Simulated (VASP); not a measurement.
# TiAl3 (Pmm2) in VASP: settings compared, part 2 of 2

VASP 6.6.1. The steps go on from the part before.

### 3 Single point, LDA

INCAR reads:

```
SYSTEM = TiAl3
ALGO     = Normal         ! electronic algorithm
EDIFF    = 1E-6           ! SCF threshold, eV
ENCUT    = 520            ! plane-wave cutoff, eV
ISIF     = 2              ! what is computed and relaxed
ISMEAR   = -1             ! smearing method
LASPH    = .True.         ! aspherical terms in the spheres
LCHARG   = .False.        ! write CHGCAR
LREAL    = .False.        ! projectors in reciprocal space
LWAVE    = .False.        ! write WAVECAR
NBANDS   = 18             ! bands
NELM     = 60             ! most SCF steps
PREC     = Accurate       ! precision mode
SIGMA    = 0.05           ! smearing width, eV
```

KPOINTS reads:

```
k-points
0
Gamma
  9 6 6
  0 0 0
```

POSCAR reads:

```
TiAl3
1.0
    2.8396770000      0.0000000000      0.0000000000
    0.0000000000      4.6812640000      0.0000000000
    0.0000000000      0.0000000000      4.9007420000
Ti Al
1 3
Direct
    0.0000000000      0.5000000000      0.1659160000
    0.0000000000      0.0000000000      0.8359000000
    0.5000000000      0.0000000000      0.3309120000
    0.5000000000      0.5000000000      0.6672710000
```

Potentials or basis: VASP PAW LDA potentials, release 64 (Ti_sv, Al).

Command:

```sh
$ cat potpaw_LDA.64/Ti_sv/POTCAR potpaw_LDA.64/Al/POTCAR > POTCAR
$ mpirun -np 1 vasp_std > vasp.out
```

OUTCAR:

```text
SYSTEM = TiAl3
   EDIFF = 1E-6
   ENCUT = 520
   ISIF = 2
   ISMEAR = -1
   LASPH = .True.
   LREAL = .False.
   NELM = 60
   PREC = Accurate

 ion  position               nearest neighbor table
   1  0.000  0.500  0.166-   4 2.83   4 2.83   4 2.84   4 2.84   2 2.85   2 2.85   3 2.85   3 2.85
                             3 2.85   3 2.85
   2  0.000  0.000  0.836-   3 2.81   3 2.81   1 2.85   1 2.85   3 2.85   3 2.85   4 2.86   4 2.86
                             4 2.86   4 2.86
   3  0.500  0.000  0.331-   2 2.81   2 2.81   2 2.85   2 2.85   1 2.85   1 2.85   1 2.85   1 2.85
                             4 2.86   4 2.86
   4  0.500  0.500  0.667-   1 2.83   1 2.83   1 2.84   1 2.84   2 2.86   2 2.86   2 2.86   2 2.86
                             3 2.86   3 2.86

  LATTYP: Found a simple orthorhombic cell.
 ALAT       =     2.8396770000
 B/A-ratio  =     1.6485198845
 C/A-ratio  =     1.7258096607

  Lattice vectors:

 A1 = (   2.8396770000,   0.0000000000,   0.0000000000)
 A2 = (   0.0000000000,   4.6812640000,   0.0000000000)
 A3 = (   0.0000000000,   0.0000000000,   4.9007420000)

Analysis of symmetry for initial positions (statically):
=====================================================================
 Subroutine PRICEL returns:
 Original cell was already a primitive cell.

 Routine SETGRP: Setting up the symmetry group for a
 simple orthorhombic supercell.

 Subroutine GETGRP returns: Found  4 space group operations
 (whereof  4 operations were pure point group operations)
 out of a pool of  8 trial point group operations.

The static configuration has the point symmetry C_2v.

Analysis of symmetry for dynamics (positions and initial velocities):
=====================================================================
 Subroutine PRICEL returns:
 Original cell was already a primitive cell.

 Routine SETGRP: Setting up the symmetry group for a
 simple orthorhombic supercell.

 Subroutine GETGRP returns: Found  4 space group operations
 (whereof  4 operations were pure point group operations)
 out of a pool of  8 trial point group operations.

The dynamic configuration has the point symmetry C_2v.

 Subroutine INISYM returns: Found  4 space group operations
 (whereof  4 operations are pure point group operations),
 and found     1 'primitive' translations

----------------------------------------------------------------------------------------

                                     Primitive cell

  volume of cell :      65.1469

  direct lattice vectors                    reciprocal lattice vectors
     2.839677000  0.000000000  0.000000000     0.352152727  0.000000000  0.000000000
     0.000000000  4.681264000  0.000000000     0.000000000  0.213617519  0.000000000
     0.000000000  0.000000000  4.900742000     0.000000000  0.000000000  0.204050734

  length of vectors
     2.839677000  4.681264000  4.900742000     0.352152727  0.213617519  0.204050734

  position of ions in fractional coordinates (direct lattice)
     0.000000000  0.500000000  0.165916000
     0.000000000  0.000000000  0.835900000
     0.500000000  0.000000000  0.330912000
     0.500000000  0.500000000  0.667271000

  ion indices of the primitive-cell ions
   primitive index   ion index
                 1           1
                 2           2
                 3           3
                 4           4

----------------------------------------------------------------------------------------

 KPOINTS: k-points

Automatic generation of k-mesh.
 Grid dimensions read from file:
 generate k-points for:    9    6    6

 Generating k-lattice:

  Cartesian coordinates                     Fractional coordinates (reciprocal lattice)
     0.039128081  0.000000000  0.000000000     0.111111111  0.000000000  0.000000000
     0.000000000  0.035602920  0.000000000     0.000000000  0.166666667  0.000000000
     0.000000000  0.000000000  0.034008456     0.000000000  0.000000000  0.166666667

  Length of vectors
     0.039128081  0.035602920  0.034008456

  Shift w.r.t. Gamma in fractional coordinates (k-lattice)
     0.000000000  0.000000000  0.000000000

 Subroutine IBZKPT returns following result:
 ===========================================

 Found     80 irreducible k-points:

 Following reciprocal coordinates:
            Coordinates               Weight
  0.000000  0.000000  0.000000      1.000000
  0.111111  0.000000  0.000000      2.000000
  0.222222  0.000000  0.000000      2.000000
  0.333333  0.000000  0.000000      2.000000
  0.444444  0.000000  0.000000      2.000000
  0.000000  0.166667  0.000000      2.000000
[... 16 lines left out ...]
  0.222222  0.000000  0.166667      4.000000
  0.333333  0.000000  0.166667      4.000000
 [... further k-points ...]
   k-points           NKPTS =     80   k-points in BZ     NKDIM =     80   number of bands    NBANDS=     18
   number of dos      NEDOS =    301   number of ions     NIONS =      4
   total plane-waves  NPLWV =  31104
   dimension x,y,z NGX =    24 NGY =   36 NGZ =   36
   dimension x,y,z NGXF=    48 NGYF=   72 NGZF=   72
   ions per type =               1   3
   NGX,Y,Z   is equivalent  to a cutoff of  14.05, 12.78, 12.21 a.u.
   NGXF,Y,Z  is equivalent  to a cutoff of  28.10, 25.57, 24.42 a.u.
 SYSTEM =  TiAl3
   PREC   = accura    normal or accurate (medium, high low for compatibility)
   ISTART =      0    job   : 0-new  1-cont  2-samecut
   ICHARG =      2    charge: 1-file 2-atom 10-const
   ISPIN  =      1    spin polarized calculation?
   LNONCOLLINEAR =      F non collinear calculations
   LSORBIT =      F    spin-orbit coupling
   LASPH  =      T    aspherical Exc in radial PAW
   ENCUT  =  520.0 eV  38.22 Ry    6.18 a.u.   5.28  8.70  9.11*2*pi/ulx,y,z
   NELM   =     60;   NELMIN=  2; NELMDL= -5     # of ELM steps
   EDIFF  = 0.1E-05   stopping-criterion for ELM
   LREAL  =      F    real-space projection
   EDIFFG = 0.1E-04   stopping-criterion for IOM
   NSW    =      0    number of steps for IOM
   IBRION =     -1    ionic relax: 0-MD 1-quasi-New 2-CG
   NFREE  =      0    steps in history (QN), initial steepest desc. (CG)
   ISIF   =      2    stress and relaxation
   ISYM   =      2    0-nonsym 1-usesym 2-fastsym
   POTIM  = 0.5000    time-step for ionic-motion
   TEBEG  =    0.0;   TEEND  =   0.0 temperature during run
   PSTRESS=    0.0 pullay stress
   NELECT =      21.0000    total number of electrons
   NUPDOWN=      -1.0000    fix difference up-down
   EMIN   =  10.00;   EMAX   =-10.00  energy-range for DOS
   EFERMI =   0.00;   METHOD = LEGACY
   ISMEAR =    -1;   SIGMA  =   0.05  broadening in eV -4-tet -1-fermi 0-gaus
   EFERMI_NEDOS =   21; number of points for ismear=-14 and -15
   IALGO  =     38    algorithm
   IMIX   =      4    mixing-type and parameters
     AMIX     =   0.40;   BMIX     =  1.00
     AMIX_MAG =   1.60;   BMIX_MAG =  1.00
  volume/ion in A,a.u.               =      16.29       109.91
  Fermi-wavevector in a.u.,A,eV,Ry     =   1.122492  2.121202 17.143184  1.259988
  Thomas-Fermi vector in A             =   2.259152
   LORBIT       =      0    0 simple, 1 ext, 2 COOP (PROOUT), +10 PAW based schemes
   GGA     = CA    functional components
   LHFCALC =     F    Hartree Fock is set to
   AEXX    =    0.0000 exact exchange contribution
   IVDW    =     0    specifies the selected vdW correction
   LEPSILON=     F    determine dielectric tensor
   LRPA    =     F    only Hartree local field effects (RPA)
 non-spin polarized calculation
  energy-cutoff  :      520.00
  volume of cell :       65.15
 maximum number of plane-waves:      1772
 NGX is ok and might be reduce to    24
   NGX = 11   NGY = 17   NGZ = 19

 number of electron      21.0000004 magnetization

 Free energy of the ion-electron system (eV)
  ---------------------------------------------------
  ext. energy  EPLUGINS =         0.00000000
  ---------------------------------------------------
  free energy    TOTEN  =       -22.08247059 eV

  energy without entropy =      -22.06032510  energy(sigma->0) =      -22.07139784

 E-fermi :   7.8253     XC(G=0): -10.8189

 val. band max:        7.8216060563   @ k =   0.2222   0.5000   0.3333
 cond. band min:       7.8371974885   @ k =   0.2222   0.3333   0.3333
 fundamental gap:      0.0155914321
 Fermi energy:         7.8253164999

 k-point     1 :       0.0000    0.0000    0.0000
  band No.  band energies     occupation
      1     -47.9747      2.00000
      2     -24.6869      2.00000
      3     -24.6838      2.00000
      4     -24.3173      2.00000
      5      -2.2490      2.00000
      6       2.7765      2.00000
[... 481 lines left out ...]
      5      -0.0632      2.00000
      6       3.6622      2.00000
[... 10 lines left out ...]
     17      11.7644      0.00000
     18      12.7350      0.00000

 [... further k-points ...]
[... 5 lines left out ...]
  --------------------------------------------------------------------------------------
  -------------------------------------------------------------------------------------
  Total       -2.8580393     -1.5114023     -1.6843826      0.0000000      0.0000000      0.0000000
  in kB      -70.2885953    -37.1703576    -41.4245142      0.0000000      0.0000000      0.0000000
  external PRESSURE =     -49.6278224 kB  Pullay stress =       0.0000000 kB

 VOLUME and BASIS-vectors are now :
 -----------------------------------------------------------------------------
  energy-cutoff  :      520.00
  volume of cell :       65.15
      direct lattice vectors                 reciprocal lattice vectors
     2.839677000  0.000000000  0.000000000     0.352152727  0.000000000  0.000000000
     0.000000000  4.681264000  0.000000000     0.000000000  0.213617519  0.000000000
     0.000000000  0.000000000  4.900742000     0.000000000  0.000000000  0.204050734

 POSITION                                       TOTAL-FORCE (eV/Angst)
 -----------------------------------------------------------------------------------
      0.00000      2.34063      0.81311         0.000000      0.000000     -0.055294
      0.00000      0.00000      4.09653         0.000000      0.000000      0.084433
      1.41984      0.00000      1.62171         0.000000      0.000000     -0.024628
      1.41984      2.34063      3.27012         0.000000      0.000000     -0.004511
 -----------------------------------------------------------------------------------
    total drift:                                0.000000      0.000000      0.000161

  FREE ENERGIE OF THE ION-ELECTRON SYSTEM (eV)
  ---------------------------------------------------
  free  energy   TOTEN  =       -22.0824705919 eV

  energy  without entropy=      -22.0603250970  energy(sigma->0) =      -22.07139784
```

It took 85 s on 1 thread of Intel Xeon Platinum 8488C (Sapphire Rapids), shared host; peak memory 0.21 GiB.

Results:

```yaml
Free_energy: -22.0825 eV
Pressure: -5.0 GPa
Largest_force: 0.084 eV/Å
```

Forces on the atoms (eV/Å):
```
Ti   0.000  0.000 -0.055
Al   0.000  0.000  0.084
Al   0.000  0.000 -0.025
Al   0.000  0.000 -0.005
```
